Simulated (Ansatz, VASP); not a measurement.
# N: VASP beside Ansatz

```
N
1.0
     9.00000    0.00000    0.00000
     0.00000    9.50000    0.00000
     0.00000    0.00000   10.00000
N
2
Cartesian
  4.5000 4.7500 4.4536
  4.5000 4.7500 5.5464
```

Alike in both runs: functional r2SCAN; k mesh 1 × 1 × 1; occupations gaussian, width 0.02 eV; no spin polarisation.

Ansatz relaxed the structure, and its values are those at the end. VASP's run is a single point on that final structure, the one shown.

|  | VASP | Ansatz |
| --- | --- | --- |
| version | VASP 6.6.1 | Ansatz 0.2.0 |
| potentials or method | VASP PAW PBE potentials, release 64 (N), cutoff 520 eV | plane waves, PAW |
| valence electrons in the cell | 10 | 10 |

Ansatz gave:

| Item | Value |
| --- | --- |
| rms of the force components (eV/Å) | 0.007 |

Question: What did VASP give for the same quantities?

Answer: rms of the force components (eV/Å): 1.356.

VASP's potentials were made for PBE, not for r2SCAN. One of these differences is far larger than is usual between the two programs; its cause wasn't traced. Ansatz's warnings: stress scf threshold loose.

Noted on VASP's run: the standard files for N, O and F lose accuracy on very short bonds.
